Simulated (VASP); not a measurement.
A run of VASP 6.6.1:

Contents of POSCAR:

```
CoGe3
1.0
    0.0000000000      3.1125985900      3.1125985900
    3.1125985900      0.0000000000      3.1125985900
    3.1125985900      3.1125985900      0.0000000000
Ge Co
3 1
Direct
    0.2500000000      0.2500000000      0.2500000000
    0.7500000000      0.7500000000      0.7500000000
    0.5000000000      0.5000000000      0.5000000000
    0.0000000000      0.0000000000      0.0000000000
```

Contents of INCAR.step1:

```
SYSTEM = CoGe3
ALGO     = Normal         ! electronic algorithm
EDIFF    = 1E-4           ! SCF threshold, eV
ENCUT    = 520            ! plane-wave cutoff, eV
GGA      = PE             ! functional
ISMEAR   = 0              ! smearing method
LASPH    = .True.         ! aspherical terms in the spheres
LCHARG   = .False.        ! write CHGCAR
LREAL    = .False.        ! projectors in reciprocal space
LWAVE    = .True.         ! write WAVECAR
NBANDS   = 34             ! bands
NELM     = 100            ! most SCF steps
PREC     = Accurate       ! precision mode
SIGMA    = 0.1            ! smearing width, eV
```

File INCAR.step2:

```
SYSTEM = CoGe3
ALGO     = Normal         ! electronic algorithm
EDIFF    = 1E-6           ! SCF threshold, eV
ENCUT    = 520            ! plane-wave cutoff, eV
ISIF     = 2              ! what is computed and relaxed
ISMEAR   = 0              ! smearing method
ISTART   = 1            
LASPH    = .True.         ! aspherical terms in the spheres
LCHARG   = .False.        ! write CHGCAR
LMIXTAU  = .True.       
LREAL    = .False.        ! projectors in reciprocal space
LWAVE    = .False.        ! write WAVECAR
METAGGA  = R2SCAN         ! meta-GGA
NBANDS   = 34             ! bands
NELM     = 100            ! most SCF steps
PREC     = Accurate       ! precision mode
SIGMA    = 0.1            ! smearing width, eV
```

KPOINTS

```
k-points
0
Gamma
  12 12 12
  0 0 0
```

Potentials or basis: VASP PAW PBE potentials, release 64 (Ge_d, Co).

The run is started by

```sh
$ cat potpaw_PBE.64/Ge_d/POTCAR potpaw_PBE.64/Co/POTCAR > POTCAR
$ cp INCAR.step1 INCAR
$ mpirun -np 1 vasp_std > vasp.out
$ cp INCAR.step2 INCAR
$ mpirun -np 1 vasp_std > vasp.out
```

Hardware: 1 thread of Intel(R) Xeon(R) Platinum 8375C CPU @ 2.90GHz (Ice Lake), with other jobs on the host.

How long does it take, and how much memory?

It took 6.8 min on 1 thread of Intel(R) Xeon(R) Platinum 8375C CPU @ 2.90GHz (Ice Lake) (shared host), peak memory 0.29 GiB. Counts: k points 72.
